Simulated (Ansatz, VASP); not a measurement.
## One calculation of Ni, two programs

INCAR

```
  ALGO = Normal
  EDIFF = 1E-6
  ENCUT = 520
  ISIF = 2
  ISMEAR = -1
  ISPIN = 2
  LASPH = T
  LCHARG = F
  LMAXMIX = 4
  LORBIT = 11
  LREAL = F
  LWAVE = F
  MAGMOM = 1
  NBANDS = 15
  NELM = 150
  PREC = Accurate
  SIGMA = 0.05
```

File KPOINTS:

```
k-points
0
Gamma
  13 13 13
```

POSCAR

```
Ni
1.0
    0.0000000000      1.7140893390      1.7140893390
    1.7140893390      0.0000000000      1.7140893390
    1.7140893390      1.7140893390      0.0000000000
Ni
1
Direct
    0.0000000000      0.0000000000      0.0000000000
```

Contents of input.yaml:

```yaml
crystal:
  lattice:
    - [0.0, 1.714089339, 1.714089339]
    - [1.714089339, 0.0, 1.714089339]
    - [1.714089339, 1.714089339, 0.0]
  atoms:
    - { symbol: Ni, position: [0.0, 0.0, 0.0], spin: 1.0 }
hamiltonian:
  xc: lda
  pseudopotentials: { kind: paw }
magnetization:
  spin_polarized: true
kpoints:
  mp_grid: { grid: [13, 13, 13] }
scf:
  occupations: { method: fermi_dirac, width: 0.05 }
output:
  forces: true
  stress: true
  eigenvalues: true
  write_density: true
  write_potential: true
  elf: true
  volumetric_format: npy
```

Alike in both runs: task single point; functional LDA; k mesh 13 × 13 × 13; occupations fermi-dirac, width 0.05 eV; collinear spin.

|  | VASP | Ansatz |
| --- | --- | --- |
| version | VASP 6.6.1 | Ansatz 0.2.0 |
| potentials or method | VASP PAW LDA potentials, release 64 (Ni) | Ansatz PAW |
| plane-wave cutoff (eV) | 520 | 420 |
| valence electrons in the cell | 10 | 18 |

Ansatz gave:

| Item | Value |
| --- | --- |
| gap on the k mesh at the Fermi level (eV) | none |
| pressure (GPa) | -0.9 |
| net moment per atom (μB) | 0.62 |
| size of the moment on the site where the two differ most (μB) | 0.64 |

Problem. Estimate VASP's values.

Solution. gap on the k mesh at the Fermi level (eV): none; pressure (GPa): -1.0; net moment per atom (μB): 0.61; size of the moment on the site where the two differ most (μB): 0.61.

LDA's correlation is that of Perdew and Zunger in VASP and of Perdew and Wang (1992) in Ansatz. Site moments also hang on the region over which each program counts them. A gap of «none» marks a metal or a gap that the smearing closes. VASP's potentials hold 10 valence electrons a cell and Ansatz's 18, so a difference there can come from the potentials and not from the codes.
